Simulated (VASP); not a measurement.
Input of a VASP 6.6.1 run:

The input INCAR:

```
SYSTEM = Al
PREC = Accurate
ENCUT = 400
EDIFF = 1E-6
ISMEAR = -1
SIGMA = 0.05
LREAL = .FALSE.
LASPH = .TRUE.
NELM = 120
ALGO = Normal
ISIF = 2
LWAVE = .FALSE.
LCHARG = .FALSE.
GGA = PE
IVDW = 12
NBANDS = 42
GGA_COMPAT = .FALSE.
NELMDL = -8
```

File KPOINTS:

```
Automatic mesh
0
G
  1 2 1
  0 0 0
```

The input POSCAR:

```
Al
1.0
   12.1500000000      0.0000000000      0.0000000000
    0.0000000000      5.7275650000      0.0000000000
    0.0000000000      0.0000000000     15.8637820000
Al
18
Direct
    0.0000000000      0.0000000000      0.0630366706
    0.3333333333      0.0000000000      0.0630366706
    0.6666666667      0.0000000000      0.0630366706
    0.0000000000      0.5000030554      0.0630366706
    0.3333333333      0.5000030554      0.0630366706
    0.6666666667      0.5000030554      0.0630366706
    0.1667736626      0.2160254838      0.1449843423
    0.5216954733      0.3504630676      0.2320947174
    0.8399588477      0.1752228041      0.1623194267
    0.1623868313      0.7890438607      0.1123313470
    0.5038353909      0.8487027210      0.1762253163
    0.8451111111      0.6923710163      0.1384663506
    0.0536213992      0.0422867309      0.2694187300
    0.3306008230      0.0813783868      0.2651826658
    0.7082716049      0.0059885833      0.2663299332
    0.0174074074      0.5396883318      0.2746255590
    0.3003868313      0.6051960999      0.2389783218
    0.7125020576      0.4788422305      0.2640417020
```

Potentials or basis: VASP PAW PBE potentials, release 64 (Al).

Launch:

```console
$ cat potpaw_PBE.64/Al/POTCAR > POTCAR
$ mpirun -np 1 vasp_std > vasp.out
```

Problem. Estimate the band gap on the k mesh.

Solution. Zero (bands 27 and 28 overlap by 0.45 eV).

Problem. Estimate the dispersion energy per atom.

Solution. -0.163 eV.

Problem. Predict the largest force.

Solution. 2.050 eV/Å.

Forces in eV/Å, atoms in the order of the input:
```
Al  -0.975  0.847 -0.557
Al   1.165  0.460 -0.397
Al  -0.136 -0.014 -0.118
Al   0.558 -0.914 -0.512
Al   0.226 -0.099 -0.173
Al  -0.444 -0.238  0.086
Al   0.348  1.848 -0.224
Al  -1.125 -0.087 -0.025
Al   0.594  0.873 -0.447
Al   0.467 -1.985  0.214
Al  -0.057 -0.369  0.497
Al  -0.950  0.185  0.506
Al  -0.294 -0.238  0.244
Al   0.144 -0.069 -0.156
Al  -1.033 -1.157  0.389
Al   0.185 -0.005 -0.013
Al   0.600 -0.135  0.464
Al   0.727  1.095  0.221
```

Caveat: the k points lie up to 0.55 Å⁻¹ apart.
